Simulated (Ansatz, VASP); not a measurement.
# Two plane-wave programs on SbC

```
Sb C
1.0
     0.00000    2.63972    2.63972
     2.63972    0.00000    2.63972
     2.63972    2.63972    0.00000
Sb C
1 1
Direct
  0.00000 0.00000 0.00000
  0.25000 0.25000 0.25000
```

Alike in both runs: functional PBE; k mesh 18 × 18 × 18; occupations gaussian, width 0.1 eV; no spin polarisation.

Ansatz relaxed the structure, and its values are those at the end. VASP's run is a single point on that final structure, the one shown.

```csv
,VASP,Ansatz
version,VASP 6.6.1,Ansatz 0.2.0
potentials or method,"VASP PAW PBE potentials, release 64 (Sb, C), cutoff 520 eV","scalar-relativistic, plane waves, PAW"
valence electrons in the cell,9,19
```

Ansatz gave:

```
gap on the k mesh at the Fermi level (eV) : none
pressure (GPa)                            : 0.0
```

**Question.** What did VASP give for the same quantities?

**Answer.** gap on the k mesh at the Fermi level (eV): none; pressure (GPa): 0.1.

A gap of «none» marks a metal or a gap that the smearing closes. The functional is the same, so the differences come from potentials, cutoffs and numerics. VASP's potentials hold 9 valence electrons a cell and Ansatz's 19, so a difference there can come from the potentials and not from the codes.

Neither program's run includes spin-orbit coupling.
